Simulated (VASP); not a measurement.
Input of a VASP 6.6.1 run:

INCAR

```
SYSTEM = In4P
PREC = Accurate
ENCUT = 600
EDIFF = 1E-6
ISMEAR = 0
SIGMA = 0.1
LREAL = .False.
LASPH = .True.
NELM = 60
ALGO = Normal
ISIF = 3
LWAVE = .False.
LCHARG = .False.
GGA = PE
IBRION = 2
NSW = 90
EDIFFG = -0.04
```

Contents of KPOINTS:

```
Automatic mesh
0
Gamma
  4 4 4
  0 0 0
```

The input POSCAR:

```
In4P
1.0
   -3.4394709500      3.4394709500      3.4394709500
    3.4394709500     -3.4394709500      3.4394709500
    3.4394709500      3.4394709500     -3.4394709500
In P
4 1
Direct
    0.0000000000      0.0000000000      0.7463128600
    0.7463128600      0.0000000000      0.0000000000
    0.0000000000      0.7463128600      0.0000000000
    0.2536871400      0.2536871400      0.2536871400
    0.0000000000      0.0000000000      0.0000000000
```

Potentials or basis: VASP PAW PBE potentials, release 64 (In_d, P).

The run is started by

```console
$ cat potpaw_PBE.64/In_d/POTCAR potpaw_PBE.64/P/POTCAR > POTCAR
$ mpirun -np 1 vasp_std > vasp.out
```

Question: What does it give for the relaxed volume?

Answer: 27.72 Å³/atom.

Question: What does it give for the space group after relaxing (to 0.05 Å)?

Answer: Im-3m (No. 229).

Forces on the atoms (eV/Å):
```
In   0.013  0.013 -0.013
In  -0.013  0.013  0.013
In   0.013 -0.013  0.013
In  -0.013 -0.013 -0.013
P    0.000  0.000  0.000
```
